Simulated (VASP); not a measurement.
# In3As in VASP: further runs

In3As is run at these levels: PBEsol; tasks: single point.

All numbers are computed with VASP 6.6.1; they aren't measurements. Logs are shortened: lines on timing, memory, paths and dates and some standing lists are left out, and cuts for length are marked.

### 1 The cell of the first run

The structure is cubic, space group Pm-3m (No. 221). Conventional cell: a = 4.640 Å, b = 4.640 Å, c = 4.640 Å, α = 90.00°, β = 90.00°, γ = 90.00°. Within 4.3 Å of In (site symmetry 4/mmm) lie 8 In at 3.28 Å and 4 As at 3.28 Å. As (site symmetry m-3m) has 12 In at 3.28 Å within 4.3 Å.

### 2 Single point, PBEsol (volume scaled by 0.98)

INCAR

```
SYSTEM = In3As
  PREC = Accurate
  ENCUT = 520
  EDIFF = 1E-6
  ISMEAR = -1
  SIGMA = 0.05
  LREAL = .False.
  LASPH = .True.
  NELM = 80
  ALGO = Fast
  ISIF = 2
  LWAVE = .False.
  LCHARG = .True.
  GGA = PS
  LELF = .True.
  LVHAR = .True.
  NBANDS = 30
```

KPOINTS

```
regular mesh
0
Gamma
  6 6 6
  0 0 0
```

POSCAR

```
In3As
1.0
    4.6403264915      0.0000000000      0.0000000000
    0.0000000000      4.6403264915      0.0000000000
    0.0000000000      0.0000000000      4.6403264915
In As
3 1
Direct
    0.5000000000      0.5000000000      0.0000000000
    0.5000000000      0.0000000000      0.5000000000
    0.0000000000      0.5000000000      0.5000000000
    0.0000000000      0.0000000000      0.0000000000
```

Potentials or basis: VASP PAW PBE potentials, release 64 (In_d, As).

Command:

```sh
$ cat potpaw_PBE.64/In_d/POTCAR potpaw_PBE.64/As/POTCAR > POTCAR
$ mpirun -np 1 vasp_std > vasp.out
```

OUTCAR:

```text
SYSTEM = In3As
   PREC = Accurate
   ENCUT = 520
   EDIFF = 1E-6
   ISMEAR = -1
   LREAL = .False.
   LASPH = .True.
   NELM = 80
   ISIF = 2
   GGA = PS

 ion  position               nearest neighbor table
   1  0.500  0.500  0.000-   2 3.28   3 3.28   4 3.28   2 3.28   3 3.28   2 3.28   4 3.28   2 3.28
                             3 3.28   4 3.28   3 3.28   4 3.28
   2  0.500  0.000  0.500-   1 3.28   3 3.28   4 3.28   1 3.28   4 3.28   1 3.28   3 3.28   1 3.28
                             3 3.28   4 3.28   4 3.28   3 3.28
   3  0.000  0.500  0.500-   1 3.28   2 3.28   4 3.28   1 3.28   4 3.28   2 3.28   4 3.28   4 3.28
                             1 3.28   2 3.28   1 3.28   2 3.28
   4  0.000  0.000  0.000-   1 3.28   2 3.28   3 3.28   2 3.28   3 3.28   1 3.28   3 3.28   3 3.28
                             1 3.28   2 3.28   2 3.28   1 3.28

  LATTYP: Found a simple cubic cell.
 ALAT       =     4.6403264915

  Lattice vectors:

 A1 = (   4.6403264915,   0.0000000000,   0.0000000000)
 A2 = (   0.0000000000,   4.6403264915,   0.0000000000)
 A3 = (   0.0000000000,   0.0000000000,   4.6403264915)

Analysis of symmetry for initial positions (statically):
=====================================================================
 Subroutine PRICEL returns:
 Original cell was already a primitive cell.

 Routine SETGRP: Setting up the symmetry group for a
 simple cubic supercell.

 Subroutine GETGRP returns: Found 48 space group operations
 (whereof 48 operations were pure point group operations)
 out of a pool of 48 trial point group operations.

The static configuration has the point symmetry O_h .

Analysis of symmetry for dynamics (positions and initial velocities):
=====================================================================
 Subroutine PRICEL returns:
 Original cell was already a primitive cell.

 Routine SETGRP: Setting up the symmetry group for a
 simple cubic supercell.

 Subroutine GETGRP returns: Found 48 space group operations
 (whereof 48 operations were pure point group operations)
 out of a pool of 48 trial point group operations.

The dynamic configuration has the point symmetry O_h .

 Subroutine INISYM returns: Found 48 space group operations
 (whereof 48 operations are pure point group operations),
 and found     1 'primitive' translations

----------------------------------------------------------------------------------------

                                     Primitive cell

  volume of cell :      99.9184

  direct lattice vectors                    reciprocal lattice vectors
     4.640326491  0.000000000  0.000000000     0.215502078  0.000000000  0.000000000
     0.000000000  4.640326491  0.000000000     0.000000000  0.215502078  0.000000000
     0.000000000  0.000000000  4.640326491     0.000000000  0.000000000  0.215502078

  length of vectors
     4.640326491  4.640326491  4.640326491     0.215502078  0.215502078  0.215502078

  position of ions in fractional coordinates (direct lattice)
     0.500000000  0.500000000  0.000000000
     0.500000000  0.000000000  0.500000000
     0.000000000  0.500000000  0.500000000
     0.000000000  0.000000000  0.000000000

  ion indices of the primitive-cell ions
   primitive index   ion index
                 1           1
                 2           2
                 3           3
                 4           4

----------------------------------------------------------------------------------------

 KPOINTS: regular mesh

Automatic generation of k-mesh.
 Grid dimensions read from file:
 generate k-points for:    6    6    6

 Generating k-lattice:

  Cartesian coordinates                     Fractional coordinates (reciprocal lattice)
     0.035917013  0.000000000  0.000000000     0.166666667  0.000000000  0.000000000
     0.000000000  0.035917013  0.000000000     0.000000000  0.166666667  0.000000000
     0.000000000  0.000000000  0.035917013     0.000000000  0.000000000  0.166666667

  Length of vectors
     0.035917013  0.035917013  0.035917013

  Shift w.r.t. Gamma in fractional coordinates (k-lattice)
     0.000000000  0.000000000  0.000000000

 Subroutine IBZKPT returns following result:
 ===========================================

 Found     20 irreducible k-points:

 Following reciprocal coordinates:
            Coordinates               Weight
  0.000000  0.000000  0.000000      1.000000
  0.166667  0.000000  0.000000      6.000000
  0.333333  0.000000  0.000000      6.000000
  0.500000  0.000000  0.000000      3.000000
  0.166667  0.166667  0.000000     12.000000
  0.333333  0.166667  0.000000     24.000000
[... 12 lines left out ...]
  0.500000  0.500000  0.333333      6.000000
  0.500000  0.500000  0.500000      1.000000
   k-points           NKPTS =     20   k-points in BZ     NKDIM =     20   number of bands    NBANDS=     30
   number of dos      NEDOS =    301   number of ions     NIONS =      4
   total plane-waves  NPLWV =  46656
   dimension x,y,z NGX =    36 NGY =   36 NGZ =   36
   dimension x,y,z NGXF=    72 NGYF=   72 NGZF=   72
   ions per type =               3   1
   NGX,Y,Z   is equivalent  to a cutoff of  12.90, 12.90, 12.90 a.u.
   NGXF,Y,Z  is equivalent  to a cutoff of  25.79, 25.79, 25.79 a.u.
 SYSTEM =  In3As
   PREC   = accura    normal or accurate (medium, high low for compatibility)
   ISTART =      0    job   : 0-new  1-cont  2-samecut
   ICHARG =      2    charge: 1-file 2-atom 10-const
   ISPIN  =      1    spin polarized calculation?
   LNONCOLLINEAR =      F non collinear calculations
   LSORBIT =      F    spin-orbit coupling
   LASPH  =      T    aspherical Exc in radial PAW
   ENCUT  =  520.0 eV  38.22 Ry    6.18 a.u.   8.63  8.63  8.63*2*pi/ulx,y,z
   NELM   =     80;   NELMIN=  2; NELMDL= -5     # of ELM steps
   EDIFF  = 0.1E-05   stopping-criterion for ELM
   LREAL  =      F    real-space projection
   EDIFFG = 0.1E-04   stopping-criterion for IOM
   NSW    =      0    number of steps for IOM
   IBRION =     -1    ionic relax: 0-MD 1-quasi-New 2-CG
   NFREE  =      0    steps in history (QN), initial steepest desc. (CG)
   ISIF   =      2    stress and relaxation
   ISYM   =      2    0-nonsym 1-usesym 2-fastsym
   POTIM  = 0.5000    time-step for ionic-motion
   TEBEG  =    0.0;   TEEND  =   0.0 temperature during run
   PSTRESS=    0.0 pullay stress
   NELECT =      44.0000    total number of electrons
   NUPDOWN=      -1.0000    fix difference up-down
   EMIN   =  10.00;   EMAX   =-10.00  energy-range for DOS
   EFERMI =   0.00;   METHOD = LEGACY
   ISMEAR =    -1;   SIGMA  =   0.05  broadening in eV -4-tet -1-fermi 0-gaus
   EFERMI_NEDOS =   21; number of points for ismear=-14 and -15
   IALGO  =     68    algorithm
   IMIX   =      4    mixing-type and parameters
     AMIX     =   0.40;   BMIX     =  1.00
     AMIX_MAG =   1.60;   BMIX_MAG =  1.00
  volume/ion in A,a.u.               =      24.98       168.57
  Fermi-wavevector in a.u.,A,eV,Ry     =   1.245500  2.353654 21.106325  1.551271
  Thomas-Fermi vector in A             =   2.379720
   LORBIT       =      0    0 simple, 1 ext, 2 COOP (PROOUT), +10 PAW based schemes
   GGA     = PS    functional components
   LHFCALC =     F    Hartree Fock is set to
   AEXX    =    0.0000 exact exchange contribution
   IVDW    =     0    specifies the selected vdW correction
   LEPSILON=     F    determine dielectric tensor
   LRPA    =     F    only Hartree local field effects (RPA)
 non-spin polarized calculation
 RMM-DIIS sequential band-by-band and
  energy-cutoff  :      520.00
  volume of cell :       99.92
 maximum number of plane-waves:      2730
 NGX is ok and might be reduce to    36
   NGX = 17   NGY = 17   NGZ = 17

 number of electron      43.9999954 magnetization

 Free energy of the ion-electron system (eV)
  ---------------------------------------------------
  ext. energy  EPLUGINS =         0.00000000
  ---------------------------------------------------
  free energy    TOTEN  =       -13.74126084 eV

  energy without entropy =      -13.72547059  energy(sigma->0) =      -13.73336572

 E-fermi :   6.6601     XC(G=0): -10.3828

 val. band max:        6.6311263142   @ k =   0.1667   0.1667   0.1667
 cond. band min:       6.6859889527   @ k =   0.3333   0.3333   0.3333
 fundamental gap:      0.0548626384
 Fermi energy:         6.6600656012

 k-point     1 :       0.0000    0.0000    0.0000
  band No.  band energies     occupation
      1      -7.9309      2.00000
      2      -7.9114      2.00000
      3      -7.9114      2.00000
      4      -7.9114      2.00000
      5      -7.7287      2.00000
      6      -7.7287      2.00000
[... 22 lines left out ...]
     29      12.7347      0.00000
     30      14.0117      0.00000

 k-point     2 :       0.1667    0.0000    0.0000
  band No.  band energies     occupation
      1      -7.9057      2.00000
      2      -7.9020      2.00000
      3      -7.8791      2.00000
      4      -7.8791      2.00000
      5      -7.7242      2.00000
      6      -7.7065      2.00000
[... 22 lines left out ...]
     29      13.4479      0.00000
     30      14.1309      0.00000

 k-point     3 :       0.3333    0.0000    0.0000
  band No.  band energies     occupation
      1      -7.8937      2.00000
      2      -7.8303      2.00000
      3      -7.7895      2.00000
      4      -7.7895      2.00000
      5      -7.7132      2.00000
      6      -7.6508      2.00000
[... 22 lines left out ...]
     29      13.8814      0.00000
     30      13.9635      0.00000

 k-point     4 :       0.5000    0.0000    0.0000
  band No.  band energies     occupation
      1      -7.8873      2.00000
      2      -7.7800      2.00000
      3      -7.6984      2.00000
      4      -7.6859      2.00000
      5      -7.6859      2.00000
      6      -7.6345      2.00000
[... 484 lines left out ...]
     29      14.3056      0.00000
     30      14.5842      0.00000

 k-point    19 :       0.5000    0.5000    0.3333
  band No.  band energies     occupation
      1      -7.8260      2.00000
      2      -7.7889      2.00000
      3      -7.7889      2.00000
      4      -7.7887      2.00000
      5      -7.7295      2.00000
      6      -7.7295      2.00000
[... 22 lines left out ...]
     29      14.5272      0.00000
     30      15.4538      0.00000

 k-point    20 :       0.5000    0.5000    0.5000
  band No.  band energies     occupation
      1      -7.8547      2.00000
      2      -7.8041      2.00000
      3      -7.8041      2.00000
      4      -7.8041      2.00000
      5      -7.7361      2.00000
      6      -7.7361      2.00000
[... 22 lines left out ...]
     29      15.9394      0.00000
     30      16.1678      0.00000

------------------------ aborting loop because EDIFF is reached ----------------------------------------

  FORCE on cell =-STRESS in cart. coord.  units (eV):
  Direction    XX          YY          ZZ          XY          YZ          ZX
  --------------------------------------------------------------------------------------
  -------------------------------------------------------------------------------------
  Total       -0.9771647     -0.9771647     -0.9771647      0.0000000     -0.0000000     -0.0000000
  in kB      -15.6686914    -15.6686914    -15.6686914      0.0000000     -0.0000000     -0.0000000
  external PRESSURE =     -15.6686914 kB  Pullay stress =       0.0000000 kB

 VOLUME and BASIS-vectors are now :
 -----------------------------------------------------------------------------
  energy-cutoff  :      520.00
  volume of cell :       99.92
      direct lattice vectors                 reciprocal lattice vectors
     4.640326491  0.000000000  0.000000000     0.215502078  0.000000000  0.000000000
     0.000000000  4.640326491  0.000000000     0.000000000  0.215502078  0.000000000
     0.000000000  0.000000000  4.640326491     0.000000000  0.000000000  0.215502078

 POSITION                                       TOTAL-FORCE (eV/Angst)
 -----------------------------------------------------------------------------------
      2.32016      2.32016      0.00000         0.000000      0.000000      0.000000
      2.32016      0.00000      2.32016         0.000000      0.000000      0.000000
      0.00000      2.32016      2.32016         0.000000      0.000000      0.000000
      0.00000      0.00000      0.00000         0.000000      0.000000      0.000000
 -----------------------------------------------------------------------------------
    total drift:                                0.000000      0.000000      0.000000

  FREE ENERGIE OF THE ION-ELECTRON SYSTEM (eV)
  ---------------------------------------------------
  free  energy   TOTEN  =       -13.7412608431 eV

  energy  without entropy=      -13.7254705943  energy(sigma->0) =      -13.73336572
```

Run time: 26 s. Hardware: 1 thread of Intel Xeon 6975P-C (Granite Rapids), shared host; peak memory 0.22 GiB.

What came out:

```
Free energy            : -13.7413 eV
Pressure               : -1.6 GPa
Band gap on the k mesh : zero (band 22 reaches 7.21 eV, above the bottom of band 23 at 3.23 eV)
```

Caveat: the PAW data sets were made with another functional, which shifts forces and pressure a little; spin-orbit coupling is left out, which moves the levels of the heavy elements.

### 3 Single point, PBEsol (volume scaled by 1.02)

INCAR

```
PREC     = Accurate       # precision mode
ENCUT    = 520            # plane-wave cutoff, eV
EDIFF    = 1E-6           # SCF threshold, eV
ISMEAR   = -1             # smearing method
SIGMA    = 0.05           # smearing width, eV
LREAL    = False          # projectors in reciprocal space
LASPH    = True           # aspherical terms in the spheres
NELM     = 60             # most SCF steps
ALGO     = Normal         # electronic algorithm
ISIF     = 2              # what is computed and relaxed
LWAVE    = False          # write WAVECAR
LCHARG   = False          # write CHGCAR
GGA      = PS             # functional
NBANDS   = 30             # bands
```

KPOINTS

```
Automatic mesh
0
Gamma
  6 6 6
```

POSCAR

```
In3As
1.0
    4.7026201864      0.0000000000      0.0000000000
    0.0000000000      4.7026201864      0.0000000000
    0.0000000000      0.0000000000      4.7026201864
In As
3 1
Direct
    0.5000000000      0.5000000000      0.0000000000
    0.5000000000      0.0000000000      0.5000000000
    0.0000000000      0.5000000000      0.5000000000
    0.0000000000      0.0000000000      0.0000000000
```

Potentials or basis: VASP PAW PBE potentials, release 64 (In_d, As).

Command:

```sh
$ cat potpaw_PBE.64/In_d/POTCAR potpaw_PBE.64/As/POTCAR > POTCAR
$ mpirun -np 1 vasp_std > vasp.out
```

It took 22 s on 1 thread of Intel Xeon 6975P-C (Granite Rapids), shared host; peak memory 0.22 GiB.

It converged, with:

```
Free energy            : -13.6824 eV
Pressure               : -3.1 GPa
Band gap on the k mesh : zero (band 22 reaches 6.69 eV, above the bottom of band 23 at 2.96 eV)
```

Levels at points of the mesh, in eV from the Fermi level:
```
           k point  band 19  band 20  band 21  band 22  band 23  band 24  band 25  band 26
(0.00, 0.00, 0.00)    -2.75    -2.75    -1.91    -1.91     2.09     2.09     2.09     4.53
(0.50, 0.00, 0.00)    -1.49    -1.49    -1.26     0.01     0.01     0.07     1.51     4.61
(0.50, 0.50, 0.00)    -5.72    -0.69    -0.35     0.44     0.44     1.73     1.97     1.97
(0.50, 0.50, 0.50)    -4.17    -3.82    -3.82    -3.82    -3.26     4.65     4.65     4.65
```

Caveat: the PAW data sets were made with another functional, which shifts forces and pressure a little; spin-orbit coupling is left out, which moves the levels of the heavy elements.

### 4 Single point, PBEsol (volume scaled by 1.04)

INCAR

```
PREC = Accurate
ENCUT = 520
EDIFF = 1E-6
ISMEAR = -1
SIGMA = 0.05
LREAL = False
LASPH = True
NELM = 80
ALGO = Fast
ISIF = 2
LWAVE = False
LCHARG = True
GGA = PS
LELF = True
LVHAR = True
NBANDS = 30
```

KPOINTS

```
regular mesh
0
Gamma
  6 6 6
```

POSCAR

```
In3As
1.0
    4.7331575368      0.0000000000      0.0000000000
    0.0000000000      4.7331575368      0.0000000000
    0.0000000000      0.0000000000      4.7331575368
In As
3 1
Direct
    0.5000000000      0.5000000000      0.0000000000
    0.5000000000      0.0000000000      0.5000000000
    0.0000000000      0.5000000000      0.5000000000
    0.0000000000      0.0000000000      0.0000000000
```

Potentials or basis: VASP PAW PBE potentials, release 64 (In_d, As).

Command:

```sh
$ cat potpaw_PBE.64/In_d/POTCAR potpaw_PBE.64/As/POTCAR > POTCAR
$ mpirun -np 1 vasp_std > vasp.out
```

OUTCAR:

```text
PREC = Accurate
   ENCUT = 520
   EDIFF = 1E-6
   ISMEAR = -1
   LREAL = False
   LASPH = True
   NELM = 80
   ISIF = 2
   GGA = PS

 ion  position               nearest neighbor table
   1  0.500  0.500  0.000-   2 3.35   3 3.35   4 3.35   2 3.35   3 3.35   2 3.35   4 3.35   2 3.35
                             3 3.35   4 3.35   3 3.35   4 3.35
   2  0.500  0.000  0.500-   1 3.35   3 3.35   4 3.35   1 3.35   4 3.35   1 3.35   3 3.35   1 3.35
                             3 3.35   4 3.35   4 3.35   3 3.35
   3  0.000  0.500  0.500-   1 3.35   2 3.35   4 3.35   1 3.35   4 3.35   2 3.35   4 3.35   4 3.35
[... 858 lines left out ...]
  --------------------------------------------------------------------------------------
  -------------------------------------------------------------------------------------
  Total       -2.4728183     -2.4728183     -2.4728183      0.0000000      0.0000000     -0.0000000
  in kB      -37.3637035    -37.3637035    -37.3637035      0.0000000      0.0000000     -0.0000000
  external PRESSURE =     -37.3637035 kB  Pullay stress =       0.0000000 kB

 VOLUME and BASIS-vectors are now :
 -----------------------------------------------------------------------------
  energy-cutoff  :      520.00
  volume of cell :      106.04
      direct lattice vectors                 reciprocal lattice vectors
     4.733157537  0.000000000  0.000000000     0.211275452  0.000000000  0.000000000
     0.000000000  4.733157537  0.000000000     0.000000000  0.211275452  0.000000000
     0.000000000  0.000000000  4.733157537     0.000000000  0.000000000  0.211275452

 POSITION                                       TOTAL-FORCE (eV/Angst)
 -----------------------------------------------------------------------------------
      2.36658      2.36658      0.00000         0.000000      0.000000      0.000000
      2.36658      0.00000      2.36658         0.000000      0.000000      0.000000
      0.00000      2.36658      2.36658         0.000000      0.000000      0.000000
      0.00000      0.00000      0.00000         0.000000      0.000000      0.000000
 -----------------------------------------------------------------------------------
    total drift:                                0.000000      0.000000      0.000000

  FREE ENERGIE OF THE ION-ELECTRON SYSTEM (eV)
  ---------------------------------------------------
  free  energy   TOTEN  =       -13.6395462818 eV

  energy  without entropy=      -13.6250870170  energy(sigma->0) =      -13.63231665
```

stdout:

```text
POSCAR found type information on POSCAR InAs
 POSCAR found :  2 types and       4 ions
 scaLAPACK will be used
 -----------------------------------------------------------------------------
|                                                                             |
|                                                                             |
|     You enforced a specific xc type in the INCAR file but a different       |
|     I HOPE YOU KNOW WHAT YOU ARE DOING!                                     |
|                                                                             |
 -----------------------------------------------------------------------------

 LDA part: xc-table for (Slater+PW92), standard interpolation
 POSCAR, INCAR and KPOINTS ok, starting setup
 FFT: planning ... GRIDC
 FFT: planning ... GRID_SOFT
 FFT: planning ... GRID
 WAVECAR not read
 entering main loop
```

Wall time 34 s (1 thread of Intel Xeon 6975P-C (Granite Rapids), shared host); peak memory 0.22 GiB.

Results:

- Free energy: -13.6395 eV
- Pressure: -3.7 GPa
- Band gap on the k mesh: zero (band 22 reaches 6.45 eV, above the bottom of band 23 at 2.84 eV)

Caveat: the PAW data sets were made with another functional, which shifts forces and pressure a little; spin-orbit coupling is left out, which moves the levels of the heavy elements.

[end of part 1 of 2]
